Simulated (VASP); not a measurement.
ZnCdSe4S2:

```
Zn Cd Se S
1.0
     6.60391    0.00000    0.00000
    -3.30196    5.71915    0.00000
     0.00000    0.00000    6.21767
Zn Cd Se S
1 1 4 2
Direct
  0.00000 0.00000 0.00000
  0.00000 0.00000 0.50000
  0.33333 0.66667 0.31182
  0.66667 0.33333 0.31182
  0.66667 0.33333 0.68818
  0.33333 0.66667 0.68818
  0.33333 0.66667 0.00000
  0.66667 0.33333 0.00000
```

The cell was generated, and may not be a known phase.

```yaml
Program: VASP 6.6.1
Task: relaxation of cell and atoms
Functional: PBE
Potentials_or_basis: VASP PAW PBE potentials, release 64 (Zn, Cd, Se, S)
Cutoff: 600 eV
k_mesh: 3 × 3 × 3
Occupations: gaussian, width 0.2 eV
Spin: no spin polarisation
```

At the start: pressure 14.5 GPa; volume 29.35 Å³/atom.

How do energy, volume and symmetry change on relaxing?

Over 13 steps the energy falls by 401.2 meV/atom and the volume is 32.15 Å³/atom (+9.5 %); space group P6/mmm (No. 191, to 0.1 Å) before and after.

The path:
```tsv
step	energy change (eV)	largest force (eV/Å)	pressure (GPa)	volume (Å³)
1	0.0000	5.3865	14.53	234.83
2	0.8434	1.2211	-5.83	325.43
3	0.1477	0.4725	-5.80	311.13
4	-0.7788	0.2895	-5.69	296.77
5	-2.9455	0.9009	-2.39	265.79
6	-3.0394	0.1662	2.85	250.31
7	-3.1612	0.7269	-0.25	258.22
8	-3.1723	0.6354	0.41	256.28
9	-3.1718	0.6579	0.26	256.71
10	-3.2017	0.1020	-0.57	259.13
11	-3.2026	0.1718	-0.45	258.75
12	-3.2079	0.0822	0.22	256.38
13	-3.2098	0.0071	-0.01	257.16
```

Final structure:
```cif
data_structure
_symmetry_space_group_name_H-M 'P 1'
_symmetry_Int_Tables_number 1
_cell_length_a 6.5999
_cell_length_b 6.5999
_cell_length_c 6.8172
_cell_angle_alpha 90.000
_cell_angle_beta 90.000
_cell_angle_gamma 120.000
_cell_volume 257.16
loop_
_atom_site_label
_atom_site_type_symbol
_atom_site_fract_x
_atom_site_fract_y
_atom_site_fract_z
_atom_site_occupancy
Zn1 Zn 0.00000 0.00000 0.00000 1
Cd1 Cd 0.00000 0.00000 0.50000 1
Se1 Se 0.33333 0.66667 0.32482 1
Se2 Se 0.66667 0.33333 0.32482 1
Se3 Se 0.66667 0.33333 0.67518 1
Se4 Se 0.33333 0.66667 0.67518 1
S1 S 0.33333 0.66667 0.00000 1
S2 S 0.66667 0.33333 0.00000 1
```

Caveat: the k points lie up to 0.37 Å⁻¹ apart in the final cell, too coarse for converged energies and pressures of a metal.
